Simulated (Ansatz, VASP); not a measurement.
## W: VASP beside Ansatz

The input INCAR:

```
SYSTEM = W
PREC = Accurate
ENCUT = 520
EDIFF = 1E-6
ISMEAR = 0
SIGMA = 0.15
LREAL = .False.
LASPH = .True.
NELM = 100
ALGO = Normal
ISIF = 2
LWAVE = .False.
LCHARG = .True.
GGA = PS
LELF = .True.
LVHAR = .True.
NBANDS = 13
```

Contents of KPOINTS:

```
regular mesh
0
Gamma
  28 28 28
  0 0 0
```

POSCAR

```
W
1.0
    0.0000000000      1.9989957667      1.9989957667
    1.9989957667      0.0000000000      1.9989957667
    1.9989957667      1.9989957667      0.0000000000
W
1
Direct
    0.0000000000      0.0000000000      0.0000000000
```

Input for Ansatz:

```yaml
crystal:
  lattice:
    - [0.0, 1.9989957667, 1.9989957667]
    - [1.9989957667, 0.0, 1.9989957667]
    - [1.9989957667, 1.9989957667, 0.0]
  atoms:
    - { symbol: W, position: [0.0, 0.0, 0.0] }
basis:
  ecutwfc: 420
kpoints:
  mp_grid: { grid: [28, 28, 28] }
hamiltonian:
  xc: pbesol
scf:
  occupations: { method: gaussian, width: 0.15 }
output:
  forces: true
  stress: true
  eigenvalues: true
```

Alike in both runs: task single point; functional PBEsol; k mesh 28 × 28 × 28; occupations gaussian, width 0.15 eV; no spin polarisation.

```csv
,VASP,Ansatz
version,VASP 6.6.1,Ansatz 0.2.0
potentials or method,"VASP PAW PBE potentials, release 64 (W_sv), cutoff 520 eV","scalar-relativistic, plane waves, PAW"
valence electrons in the cell,14,14
```

|  | VASP | Ansatz | Ansatz less VASP |
| --- | --- | --- | --- |
| gap on the k mesh at the Fermi level (eV) | none | none | - |
| pressure (GPa) | 0.7 | 0.0 | -0.67 |

VASP's potentials were made for PBE, not for PBEsol. A gap of «none» marks a metal or a gap that the smearing closes.

Neither program's run includes spin-orbit coupling.
